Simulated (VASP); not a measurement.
Runs of VASP 6.6.1 on NaH. The structure is that of space group Fm-3m (No. 225), or close to it. The cells are those of the table. 

| task | level | potentials or basis | cell | k mesh | cutoff (eV) | smearing | gap on the mesh (eV) | pressure (GPa) | relaxed volume (Å³/atom) |
| --- | --- | --- | --- | --- | --- | --- | --- | --- | --- |
| single point | r2SCAN | VASP PAW PBE potentials, release 64 (Na_pv, H) | a = 3.391 Å, angles 60.0°, 2 atoms | 10 × 10 × 10 | 520 | gaussian 0.01 eV | (a) | -0.3 | - |
| single point | LDA | VASP PAW LDA potentials, release 64 (Na_pv, H) | a = 3.391 Å, angles 60.0°, 2 atoms | 10 × 10 × 10 | 520 | gaussian 0.01 eV | 3.46 | -1.7 | - |
| single point | PBE | VASP PAW PBE potentials, release 64 (Na_pv, H) | a = 3.416 Å, angles 60.0°, 2 atoms | 8 × 8 × 8 | 520 | fermi-dirac 0.02 eV | 3.76 | 0.0 | - |
| single point | PBE | VASP PAW PBE potentials, release 64 (Na_pv, H) | a = 3.391 Å, angles 60.0°, 2 atoms | 10 × 10 × 10 | 520 | fermi-dirac 0.02 eV | 3.82 | 0.5 | - |
| single point | LDA | VASP PAW LDA potentials, release 64 (Na_pv, H) | a = 3.315 Å, angles 60.0°, 2 atoms | 8 × 8 × 8 | 520 | fermi-dirac 0.02 eV | 3.55 | 0.0 | - |
| relaxation of cell and atoms | LDA | VASP PAW LDA potentials, release 64 (Na_pv, H) | relaxed from a = 3.416 Å, angles 60.0°, 2 atoms | 8 × 8 × 8 | 600 | fermi-dirac 0.02 eV | 3.55 | 0.0 | (c) |
| relaxation of cell and atoms | PBE | VASP PAW PBE potentials, release 64 (Na_pv, H) | relaxed from a = 3.375 Å, angles 60.0°, 2 atoms | 8 × 8 × 8 | 600 | fermi-dirac 0.02 eV | 3.76 | 0.0 | (b) |
| single point | PBE | VASP PAW PBE potentials, release 64 (Na_pv, H) | a = 3.391 Å, angles 60.0°, 2 atoms | 6 × 6 × 6 | 520 | gaussian 0.01 eV | 3.85 | 0.5 | - |

Alike in all rows: no spin polarisation.

Question: Fill in the values left out.

Answer: (a) 4.43; (b) 14.10; (c) 12.88.

Caveats: the PAW data sets were made with another functional, which shifts forces and pressure a little (some runs).

A k mesh can miss the band edges.
